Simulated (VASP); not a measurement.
The system is CeBS2.

```
CELL_PARAMETERS angstrom
3.82092 0.00000 0.00000
-1.91046 3.30902 0.00000
0.00000 -2.20601 6.49767
ATOMIC_POSITIONS crystal
Ce 0.50000 0.00000 0.50000
B 0.00000 0.00000 0.00000
S 0.24146 0.48292 0.72438
S 0.75854 0.51708 0.27562
```

Base run:

- Program: VASP 6.6.1
- Functional: LDA
- Potentials or basis: VASP PAW LDA potentials, release 64 (Ce, B, S)
- Cutoff: 520 eV
- k mesh: 6 × 6 × 6
- Occupations: fermi-dirac, width 0.1 eV
- Spin: no spin polarisation

Its results: band gap on the k mesh zero (an odd number of electrons rules out a gap without spin polarisation); pressure 5.2 GPa; largest force 1.629 eV/Å.

Question: The run is repeated on the same cell with these changes: occupations from fermi-dirac, width 0.1 eV to tetrahedron. What comes out?

Answer: Band gap on the k mesh zero (an odd number of electrons rules out a gap without spin polarisation); pressure 4.6 GPa; largest force 1.573 eV/Å.

Caveats: the cell stands under pressure; spin-orbit coupling is left out, which moves the levels of the heavy elements; the run has no spin polarisation, though such a crystal can be magnetic; semilocal functionals describe open f shells poorly, which spoils levels, moments and volumes; forces of over 1 eV/Å act on the atoms, so gaps and moduli don't describe the material at rest; tetrahedron occupations give inexact forces and stress in metals (at least some runs).
